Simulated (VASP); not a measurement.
# B4Pb (Pmmm) in VASP: a series of runs

The runs below take B4Pb through single point, with PBE.

Program: VASP 6.6.1. These are calculated values, not measurements. Logs are shortened: lines on timing, memory, paths and dates and some standing lists are left out, and cuts for length are marked.

## (1) The cell of the first run

It takes space group Pmmm (No. 47, orthorhombic). The conventional cell has a = 3.430 Å, b = 3.690 Å, c = 5.393 Å, α = 90.00°, β = 90.00°, γ = 90.00°. Within 1.6 Å of B (site symmetry m) lie 2 B at 1.21 to 1.56 Å. Within 3.0 Å of Pb (site symmetry mmm) lie 4 B at 2.23 Å.

The cell was generated, and may not be a known phase.

## (2) Single point, PBE

Contents of INCAR:

```
  PREC = Accurate
  ENCUT = 520
  EDIFF = 1E-6
  ISMEAR = 0
  SIGMA = 0.1
  LREAL = F
  LASPH = T
  NELM = 100
  ALGO = Normal
  ISIF = 2
  LWAVE = F
  LCHARG = F
  GGA = PE
  NBANDS = 21
```

Contents of KPOINTS:

```
regular mesh
0
Gamma
  6 6 4
```

Contents of POSCAR:

```
B4Pb
1.0
    3.4296143200      0.0000000000      0.0000000000
    0.0000000000      3.6904843500      0.0000000000
    0.0000000000      0.0000000000      5.3929791100
B Pb
4 1
Direct
    0.2732392400      0.5000000000      0.3881880100
    0.7267607600      0.5000000000      0.3881880100
    0.2732392400      0.5000000000      0.6118119900
    0.7267607600      0.5000000000      0.6118119900
    0.5000000000      0.5000000000      0.0000000000
```

Potentials or basis: VASP PAW PBE potentials, release 64 (B, Pb_d).

Command:

```
> cat potpaw_PBE.64/B/POTCAR potpaw_PBE.64/Pb_d/POTCAR > POTCAR
> mpirun -np 1 vasp_std > vasp.out
```

OUTCAR:

```text
PREC = Accurate
   ENCUT = 520
   EDIFF = 1E-6
   ISMEAR = 0
   LREAL = F
   LASPH = T
   NELM = 100
   ISIF = 2
   GGA = PE

 ion  position               nearest neighbor table
   1  0.273  0.500  0.388-   3 1.21   2 1.56   2 1.87   4 1.97   5 2.23
   2  0.727  0.500  0.388-   4 1.21   1 1.56   1 1.87   3 1.97   5 2.23
   3  0.273  0.500  0.612-   1 1.21   4 1.56   4 1.87   2 1.97   5 2.23
   4  0.727  0.500  0.612-   2 1.21   3 1.56   3 1.87   1 1.97   5 2.23
   5  0.500  0.500  0.000-   1 2.23   2 2.23   3 2.23   4 2.23

  LATTYP: Found a simple orthorhombic cell.
 ALAT       =     3.4296143200
 B/A-ratio  =     1.0760639552
 C/A-ratio  =     1.5724739305

  Lattice vectors:

 A1 = (   3.4296143200,   0.0000000000,   0.0000000000)
 A2 = (   0.0000000000,   3.6904843500,   0.0000000000)
 A3 = (   0.0000000000,   0.0000000000,   5.3929791100)

Analysis of symmetry for initial positions (statically):
=====================================================================
 Subroutine PRICEL returns:
 Original cell was already a primitive cell.

 Routine SETGRP: Setting up the symmetry group for a
 simple orthorhombic supercell.

 Subroutine GETGRP returns: Found  8 space group operations
 (whereof  8 operations were pure point group operations)
 out of a pool of  8 trial point group operations.

The static configuration has the point symmetry D_2h.

Analysis of symmetry for dynamics (positions and initial velocities):
=====================================================================
 Subroutine PRICEL returns:
 Original cell was already a primitive cell.

 Routine SETGRP: Setting up the symmetry group for a
 simple orthorhombic supercell.

 Subroutine GETGRP returns: Found  8 space group operations
 (whereof  8 operations were pure point group operations)
 out of a pool of  8 trial point group operations.

The dynamic configuration has the point symmetry D_2h.

 Subroutine INISYM returns: Found  8 space group operations
 (whereof  8 operations are pure point group operations),
 and found     1 'primitive' translations

----------------------------------------------------------------------------------------

                                     Primitive cell

  volume of cell :      68.2586

  direct lattice vectors                    reciprocal lattice vectors
     3.429614320  0.000000000  0.000000000     0.291577975  0.000000000  0.000000000
     0.000000000  3.690484350  0.000000000     0.000000000  0.270967143  0.000000000
     0.000000000  0.000000000  5.392979110     0.000000000  0.000000000  0.185426270

  length of vectors
     3.429614320  3.690484350  5.392979110     0.291577975  0.270967143  0.185426270

  position of ions in fractional coordinates (direct lattice)
     0.273239240  0.500000000  0.388188010
     0.726760760  0.500000000  0.388188010
     0.273239240  0.500000000  0.611811990
     0.726760760  0.500000000  0.611811990
     0.500000000  0.500000000  0.000000000

  ion indices of the primitive-cell ions
   primitive index   ion index
                 1           1
                 2           2
                 3           3
                 4           4
                 5           5

----------------------------------------------------------------------------------------

 KPOINTS: regular mesh

Automatic generation of k-mesh.
 Grid dimensions read from file:
 generate k-points for:    6    6    4

 Generating k-lattice:

  Cartesian coordinates                     Fractional coordinates (reciprocal lattice)
     0.048596329  0.000000000  0.000000000     0.166666667  0.000000000  0.000000000
     0.000000000  0.045161190  0.000000000     0.000000000  0.166666667  0.000000000
     0.000000000  0.000000000  0.046356567     0.000000000  0.000000000  0.250000000

  Length of vectors
     0.048596329  0.045161190  0.046356567

  Shift w.r.t. Gamma in fractional coordinates (k-lattice)
     0.000000000  0.000000000  0.000000000

 Subroutine IBZKPT returns following result:
 ===========================================

[... 43 lines left out ...]
 NGX is ok and might be reduce to    28

 number of electron      26.0000001 magnetization

 Free energy of the ion-electron system (eV)
  ---------------------------------------------------
  ext. energy  EPLUGINS =         0.00000000
  ---------------------------------------------------
  free energy    TOTEN  =       -13.60102805 eV

  energy without entropy =      -13.59200175  energy(sigma->0) =      -13.59651490

 E-fermi :   5.0621     XC(G=0):  -9.8457

 val. band max:        5.0364024274   @ k =   0.5000   0.3333   0.2500
 cond. band min:       5.1056203186   @ k =   0.1667   0.0000   0.2500
 fundamental gap:      0.0692178911
 Fermi energy:         5.0621243279

 k-point     1 :       0.0000    0.0000    0.0000
  band No.  band energies     occupation
      1     -13.0654      2.00000
      2     -12.5296      2.00000
      3     -12.5123      2.00000
      4     -12.3793      2.00000
      5     -12.2401      2.00000
      6      -9.4702      2.00000
[... 13 lines left out ...]
     20      12.4232      0.00000
     21      13.5228      0.00000

 k-point     2 :       0.1667    0.0000    0.0000
  band No.  band energies     occupation
      1     -13.0488      2.00000
      2     -12.5701      2.00000
      3     -12.4502      2.00000
      4     -12.3762      2.00000
      5     -12.2639      2.00000
      6      -9.2713      2.00000
[... 13 lines left out ...]
     20      12.8915      0.00000
     21      12.9486      0.00000

 k-point     3 :       0.3333    0.0000    0.0000
  band No.  band energies     occupation
      1     -13.0172      2.00000
      2     -12.6489      2.00000
      3     -12.3700      2.00000
      4     -12.3278      2.00000
      5     -12.3110      2.00000
      6      -8.7450      2.00000
[... 13 lines left out ...]
     20      11.8838      0.00000
     21      13.3577      0.00000
[... 457 lines left out ...]
 k-point    23 :       0.3333    0.1667    0.2500
  band No.  band energies     occupation
      1     -12.9625      2.00000
      2     -12.6505      2.00000
      3     -12.3855      2.00000
      4     -12.3244      2.00000
      5     -12.2996      2.00000
      6      -8.6945      2.00000
[... 13 lines left out ...]
     20      12.5656      0.00000
     21      13.6252      0.00000

 k-point    24 :       0.5000    0.1667    0.2500
  band No.  band energies     occupation
      1     -12.9490      2.00000
      2     -12.6893      2.00000
      3     -12.3820      2.00000
      4     -12.3488      2.00000
      5     -12.2372      2.00000
      6      -8.3374      2.00000
[... 13 lines left out ...]
     20      12.7887      0.00000
     21      14.0759      0.00000

 [... further k-points ...]

------------------------ aborting loop because EDIFF is reached ----------------------------------------

  FORCE on cell =-STRESS in cart. coord.  units (eV):
  Direction    XX          YY          ZZ          XY          YZ          ZX
  --------------------------------------------------------------------------------------
  -------------------------------------------------------------------------------------
  Total       13.6606319     -1.7608308     69.0445036     -0.0000000      0.0000000      0.0000000
  in kB      320.6446381    -41.3305149   1620.6241409     -0.0000000      0.0000000      0.0000000
  external PRESSURE =     633.3127547 kB  Pullay stress =       0.0000000 kB

 VOLUME and BASIS-vectors are now :
 -----------------------------------------------------------------------------
  energy-cutoff  :      520.00
  volume of cell :       68.26
      direct lattice vectors                 reciprocal lattice vectors
     3.429614320  0.000000000  0.000000000     0.291577975  0.000000000  0.000000000
     0.000000000  3.690484350  0.000000000     0.000000000  0.270967143  0.000000000
     0.000000000  0.000000000  5.392979110     0.000000000  0.000000000  0.185426270

 POSITION                                       TOTAL-FORCE (eV/Angst)
 -----------------------------------------------------------------------------------
      0.93711      1.84524      2.09349        -5.207347     -0.000000    -21.925894
      2.49251      1.84524      2.09349         5.207347      0.000000    -21.925894
      0.93711      1.84524      3.29949        -5.207347     -0.000000     21.925894
      2.49251      1.84524      3.29949         5.207347      0.000000     21.925894
      1.71481      1.84524      0.00000         0.000000     -0.000000      0.000000
 -----------------------------------------------------------------------------------
    total drift:                                0.000000      0.000000     -0.000000

  FREE ENERGIE OF THE ION-ELECTRON SYSTEM (eV)
  ---------------------------------------------------
  free  energy   TOTEN  =       -13.6010280518 eV

  energy  without entropy=      -13.5920017499  energy(sigma->0) =      -13.59651490
```

Wall time 54 s (1 thread of Oxide Virtual Turin-like, shared host); peak memory 0.18 GiB.

Results:

```
Free energy            : -13.6010 eV
Pressure               : 63.3 GPa
Largest force          : 22.536 eV/Å
Band gap on the k mesh : zero (bands 13 and 14 overlap by 1.75 eV)
```

Forces on the atoms (eV/Å):
```
B    -5.207   0.000 -21.926
B     5.207   0.000 -21.926
B    -5.207   0.000  21.926
B     5.207   0.000  21.926
Pb    0.000   0.000   0.000
```

Stress tensor (GPa, compression positive):
```
 32.06   0.00   0.00
  0.00  -4.13   0.00
  0.00   0.00 162.06
```

Caveat: the stress differs along the axes, from -4 to 162 GPa; spin-orbit coupling is left out, which moves the levels of the heavy elements; forces of over 1 eV/Å act on the atoms, so gaps and moduli don't describe the material at rest.

## (3) Single point, PBE

This run uses another cell than the first one, of 15.06 Å³/atom.

Contents of INCAR:

```
SYSTEM = B4Pb
PREC = Accurate
ENCUT = 520
EDIFF = 1E-6
ISMEAR = 0
SIGMA = 0.1
LREAL = .FALSE.
LASPH = .TRUE.
NELM = 60
ALGO = Fast
ISIF = 2
LWAVE = .FALSE.
LCHARG = .TRUE.
GGA = PE
LELF = .TRUE.
LVHAR = .TRUE.
NBANDS = 21
```

Contents of KPOINTS:

```
Automatic mesh
0
G
  6 6 4
  0 0 0
```

Contents of POSCAR:

```
B4Pb
1.0
    3.1694106924      0.0000000000      0.0000000000
    0.0000000000      3.2149115324      0.0000000000
    0.0000000000      0.0000000000      7.3905929480
B Pb
4 1
Direct
    0.2498800476      0.5000000000      0.3692501749
    0.7501199524      0.5000000000      0.3692501749
    0.2498800476      0.5000000000      0.6307498251
    0.7501199524      0.5000000000      0.6307498251
    0.5000000000      0.5000000000      0.0000000000
```

Potentials or basis: VASP PAW PBE potentials, release 64 (B, Pb_d).

Command:

```
> cat potpaw_PBE.64/B/POTCAR potpaw_PBE.64/Pb_d/POTCAR > POTCAR
> mpirun -np 1 vasp_std > vasp.out
```

It took 75 s on 1 thread of Oxide Virtual Turin-like, shared host; peak memory 0.18 GiB.

Results (log left out):

- Free energy: -26.0242 eV
- Pressure: 0.1 GPa
- Largest force: 0.019 eV/Å
- Band gap on the k mesh: zero (bands 13 and 14 overlap by 3.98 eV)

Forces in eV/Å, atoms in the order of the input:
```
B    0.007  0.000  0.018
B   -0.007  0.000  0.018
B    0.007  0.000 -0.018
B   -0.007  0.000 -0.018
Pb   0.000  0.000  0.000
```

Stress tensor (GPa, compression positive):
```
 0.26  0.00  0.00
 0.00  0.03  0.00
 0.00  0.00 -0.09
```

Levels at points of the mesh, in eV from the Fermi level:
```csv
k point,band 9,band 10,band 11,band 12,band 13,band 14,band 15,band 16,band 17,band 18
"(0.00, 0.00, 0.00)",-5.03,-3.16,-2.70,-1.21,-0.16,1.58,2.36,5.18,5.93,6.84
"(0.50, 0.00, 0.00)",-6.48,-5.92,-3.80,-0.03,0.43,1.78,2.21,2.31,4.71,4.92
"(0.00, 0.50, 0.00)",-5.35,-4.75,-2.79,-2.47,-2.26,-2.14,1.44,3.20,6.75,6.85
"(0.50, 0.50, 0.00)",-5.61,-5.10,-2.17,-2.04,-1.53,-0.25,0.73,1.33,1.43,1.45
"(0.00, 0.00, 0.50)",-5.57,-5.01,-2.66,-1.17,1.44,2.38,2.92,4.66,5.01,6.23
"(0.50, 0.00, 0.50)",-6.31,-4.97,-2.54,-2.49,-1.16,2.26,2.30,4.72,4.99,5.05
"(0.00, 0.50, 0.50)",-5.13,-4.84,-4.49,-3.78,-2.43,-1.03,3.20,4.83,5.01,5.46
"(0.50, 0.50, 0.50)",-5.35,-3.67,-1.57,-1.56,-1.52,-1.22,-0.69,-0.42,1.29,2.15
```

Caveat: spin-orbit coupling is left out, which moves the levels of the heavy elements.

## (4) Single point, PBE

This run uses another cell than the first one: it holds 10 atoms, not 5.

Contents of INCAR:

```
  ALGO = Fast
  EDIFF = 1E-7
  ENCUT = 520
  GGA = PE
  ISIF = 2
  ISMEAR = 0
  LASPH = True
  LCHARG = False
  LREAL = False
  LWAVE = False
  NBANDS = 37
  NELM = 100
  PREC = Accurate
  SIGMA = 0.2
```

Contents of KPOINTS:

```
k-points
0
Gamma
  6 4 4
```

Contents of POSCAR:

```
B4Pb
1.0
    0.0000000000     -3.3423833092      0.0000000000
   -6.3098724632      0.0000000000      0.0000000000
    0.0000000000      0.0000000000     -7.4265801985
B Pb
8 2
Direct
    0.5000000000      0.8746746670      0.6303930557
    0.5000000000      0.3746746670      0.6303930557
    0.5000000000      0.6253253330      0.6303930557
    0.5000000000      0.1253253330      0.6303930557
    0.5000000000      0.8746746670      0.3696069443
    0.5000000000      0.3746746670      0.3696069443
    0.5000000000      0.6253253330      0.3696069443
    0.5000000000      0.1253253330      0.3696069443
    0.5000000000      0.7500000000      0.0000000000
    0.5000000000      0.2500000000      0.0000000000
```

Command:

```
> cat potpaw_PBE.64/B/POTCAR potpaw_PBE.64/Pb_d/POTCAR > POTCAR
> mpirun -np 1 vasp_std > vasp.out
```

Wall time 4.7 min (1 thread of Oxide Virtual Turin-like, shared host); peak memory 0.32 GiB.

It converged, with:

```yaml
Free_energy: -52.1006 eV
Pressure: -0.1 GPa
Largest_force: 0.100 eV/Å
Band_gap_on_the_k_mesh: zero (bands 26 and 27 overlap by 2.40 eV)
```

Forces in eV/Å, atoms in the order of the input:
```
B   -0.089  0.000  0.045
B   -0.089  0.000  0.045
B    0.089  0.000  0.045
B    0.089  0.000  0.045
B   -0.089  0.000 -0.045
B   -0.089  0.000 -0.045
B    0.089  0.000 -0.045
B    0.089  0.000 -0.045
Pb   0.000  0.000  0.000
Pb   0.000  0.000  0.000
```

Stress tensor (GPa, compression positive):
```
-0.40  0.00  0.00
 0.00  0.00  0.00
 0.00  0.00  0.20
```

Levels at points of the mesh, in eV from the Fermi level:
```csv
k point,band 23,band 24,band 25,band 26,band 27,band 28,band 29,band 30
"(0.00, 0.00, 0.00)",-1.58,-0.13,-0.01,0.46,1.23,1.84,1.86,2.02
"(0.50, 0.00, 0.00)",-2.44,-2.35,-1.96,-1.79,-1.26,-0.02,0.59,1.20
"(0.00, 0.50, 0.00)",-0.69,-0.69,0.42,0.42,0.63,0.63,2.10,2.10
"(0.50, 0.50, 0.00)",-1.72,-1.72,-1.71,-1.71,-1.07,-1.07,1.79,1.79
"(0.00, 0.00, 0.50)",-2.39,-1.54,-1.06,1.06,1.92,2.02,2.65,2.87
"(0.50, 0.00, 0.50)",-2.48,-1.63,-1.33,-1.24,-0.98,-0.98,-0.86,-0.46
"(0.00, 0.50, 0.50)",-0.65,-0.65,1.02,1.02,1.95,1.95,2.19,2.19
"(0.50, 0.50, 0.50)",-3.47,-3.47,-2.67,-2.67,0.02,0.02,2.69,2.69
```

Caveat: spin-orbit coupling is left out, which moves the levels of the heavy elements.

## (5) Single point, PBE

This run uses another cell than the first one, of 15.66 Å³/atom.

Contents of INCAR:

```
PREC     = Accurate       # precision mode
ENCUT    = 520            # plane-wave cutoff, eV
EDIFF    = 1E-6           # SCF threshold, eV
ISMEAR   = 0              # smearing method
SIGMA    = 0.1            # smearing width, eV
LREAL    = False          # projectors in reciprocal space
LASPH    = True           # aspherical terms in the spheres
NELM     = 80             # most SCF steps
ALGO     = Fast           # electronic algorithm
ISIF     = 2              # what is computed and relaxed
LWAVE    = False          # write WAVECAR
LCHARG   = False          # write CHGCAR
GGA      = PE             # functional
NBANDS   = 21             # bands
```

Contents of KPOINTS:

```
Automatic mesh
0
Gamma
  12 12 6
```

Contents of POSCAR:

```
B4Pb
1.0
    3.1549362316      0.0000000000      0.0000000000
    0.0000000000      3.3423833092      0.0000000000
    0.0000000000      0.0000000000      7.4265801985
B Pb
4 1
Direct
    0.2506506660      0.5000000000      0.3696069443
    0.7493493340      0.5000000000      0.3696069443
    0.2506506660      0.5000000000      0.6303930557
    0.7493493340      0.5000000000      0.6303930557
    0.5000000000      0.5000000000      0.0000000000
```

Command:

```
> cat potpaw_PBE.64/B/POTCAR potpaw_PBE.64/Pb_d/POTCAR > POTCAR
> mpirun -np 1 vasp_std > vasp.out
```

Wall time 6.5 min (1 thread of Oxide Virtual Turin-like, shared host); peak memory 0.37 GiB.

Results (log left out):

```
Free energy            : -26.0178 eV
Pressure               : 0.0 GPa
Largest force          : 0.003 eV/Å
Band gap on the k mesh : zero (bands 13 and 14 overlap by 3.46 eV)
```

Forces in eV/Å, atoms in the order of the input:
```
B   -0.002  0.000 -0.003
B    0.002  0.000 -0.003
B   -0.002  0.000  0.003
B    0.002  0.000  0.003
Pb   0.000  0.000  0.000
```

Levels at points of the mesh, in eV from the Fermi level:
```tsv
k point	band 9	band 10	band 11	band 12	band 13	band 14	band 15	band 16	band 17	band 18
(0.00, 0.00, 0.00)	-4.95	-3.16	-2.66	-1.57	-0.14	1.23	2.64	4.96	5.40	6.29
(0.50, 0.00, 0.00)	-6.37	-5.83	-3.75	0.00	0.45	1.83	1.87	2.02	4.60	4.72
(0.00, 0.50, 0.00)	-5.13	-4.75	-2.68	-2.49	-2.44	-1.96	1.19	3.30	6.73	6.90
(0.50, 0.50, 0.00)	-5.69	-5.18	-2.37	-1.79	-1.25	-0.03	0.60	1.25	1.54	1.67
(0.00, 0.00, 0.50)	-5.50	-4.94	-2.63	-1.53	1.07	2.65	2.86	4.63	5.26	5.27
(0.50, 0.00, 0.50)	-6.20	-4.91	-2.55	-2.39	-1.06	1.93	2.02	4.36	4.72	5.04
(0.00, 0.50, 0.50)	-4.90	-4.86	-4.58	-3.64	-2.46	-0.87	3.30	4.47	4.97	5.27
(0.50, 0.50, 0.50)	-5.44	-3.90	-1.63	-1.32	-1.23	-1.01	-1.00	-0.46	1.49	2.36
```

Caveat: spin-orbit coupling is left out, which moves the levels of the heavy elements.

## (6) Summary

| cell | k mesh | smearing | gap on the mesh (eV) | pressure (GPa) | largest force (eV/Å) |
| --- | --- | --- | --- | --- | --- |
| a = 3.430, b = 3.690, c = 5.393 Å, 5 atoms, atomic positions A | 6 × 6 × 4 | gaussian 0.1 eV | none | 63.3 | 22.54 |
| a = 3.169, b = 3.215, c = 7.391 Å, 5 atoms, atomic positions B | 6 × 6 × 4 | gaussian 0.1 eV | none | 0.1 | 0.02 |
| a = 3.342, b = 6.310, c = 7.427 Å, 10 atoms, atomic positions C | 6 × 4 × 4 | gaussian 0.2 eV | none | -0.1 | 0.10 |
| a = 3.155, b = 3.342, c = 7.427 Å, 5 atoms, atomic positions D | 12 × 12 × 6 | gaussian 0.1 eV | none | 0.0 | - |

Alike in all rows: task single point; level PBE; potentials or basis VASP PAW PBE potentials, release 64 (B, Pb_d); no spin polarisation; cutoff (eV) 520.

Caveats: spin-orbit coupling is left out, which moves the levels of the heavy elements; the stress differs along the axes, from -4 to 162 GPa (at least some runs); forces of over 1 eV/Å act on the atoms, so gaps and moduli don't describe the material at rest (at least some runs).

Absolute energies hang on the potentials; compare differences alone.

The gap in the log of VASP goes by the Fermi energy; the results here count the filled bands.